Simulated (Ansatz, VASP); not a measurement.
## Hf2MgO2 in VASP and in Ansatz

INCAR

```
SYSTEM = Hf2MgO2
PREC = Accurate
ENCUT = 520
EDIFF = 1E-6
ISMEAR = 0
SIGMA = 0.1
LREAL = .False.
LASPH = .True.
NELM = 80
ALGO = Normal
ISIF = 2
LWAVE = .False.
LCHARG = .True.
GGA = PE
LELF = .True.
LVHAR = .True.
NBANDS = 25
```

KPOINTS

```
Automatic mesh
0
Gamma
  6 6 6
  0 0 0
```

File POSCAR:

```
Hf2MgO2
1.0
   -1.7869158400      1.7869158400      5.8037694700
    1.7869158400     -1.7869158400      5.8037694700
    1.7869158400      1.7869158400     -5.8037694700
Mg Hf O
1 2 2
Direct
    0.0000000000      0.0000000000      0.0000000000
    0.6574000100      0.6574000100      0.0000000000
    0.3425999900      0.3425999900      0.0000000000
    0.8686000100      0.8686000100      0.0000000000
    0.1313999900      0.1313999900      0.0000000000
```

Input for Ansatz:

```yaml
crystal:
  lattice:
    - [-1.78691584, 1.78691584, 5.80376947]
    - [1.78691584, -1.78691584, 5.80376947]
    - [1.78691584, 1.78691584, -5.80376947]
  atoms:
    - { symbol: Mg, position: [0.0, 0.0, 0.0] }
    - { symbol: Hf, position: [0.65740001, 0.65740001, 0.0] }
    - { symbol: Hf, position: [0.34259999, 0.34259999, 0.0] }
    - { symbol: O, position: [0.86860001, 0.86860001, 0.0] }
    - { symbol: O, position: [0.13139999, 0.13139999, 0.0] }
basis:
  ecutwfc: 420
kpoints:
  mp_grid: { grid: [6, 6, 6] }
hamiltonian:
  xc: pbe
scf:
  occupations: { method: gaussian, width: 0.1 }
  lower_state_search: "off"
output:
  forces: true
  stress: true
  eigenvalues: true
```

Change from the starting cell: species swapped into the K2NiO2 type (I4/mmm, No. 139).

Alike in both runs: task single point; functional PBE; k mesh 6 × 6 × 6; occupations gaussian, width 0.1 eV; no spin polarisation.

|  | VASP | Ansatz |
| --- | --- | --- |
| version | VASP 6.6.1 | Ansatz 0.2.0 |
| potentials or method | VASP PAW PBE potentials, release 64 (Mg, Hf_pv, O), cutoff 520 eV | scalar-relativistic, plane waves, PAW |
| valence electrons in the cell | 34 | 74 |

VASP gave:

| Quantity | Value |
| --- | --- |
| gap on the k mesh at the Fermi level (eV) | none |
| pressure (GPa) | 16.0 |
| traceless stress, the component that is largest in VASP (GPa) | 68.50 |
| rms of the force components (eV/Å) | 5.249 |

**Question.** What did Ansatz give for the same quantities?

**Answer.** gap on the k mesh at the Fermi level (eV): none; pressure (GPa): 15.5; traceless stress, the component that is largest in VASP (GPa): 65.37; rms of the force components (eV/Å): 4.976.

Atom by atom the forces differ by 0.273 eV/Å (rms over components). A gap of «none» marks a metal or a gap that the smearing closes. VASP's potentials hold 34 valence electrons a cell and Ansatz's 74, so a difference there can come from the potentials and not from the codes.

The k mesh is coarse, so the values compare programs but aren't converged. Neither program's run includes spin-orbit coupling.
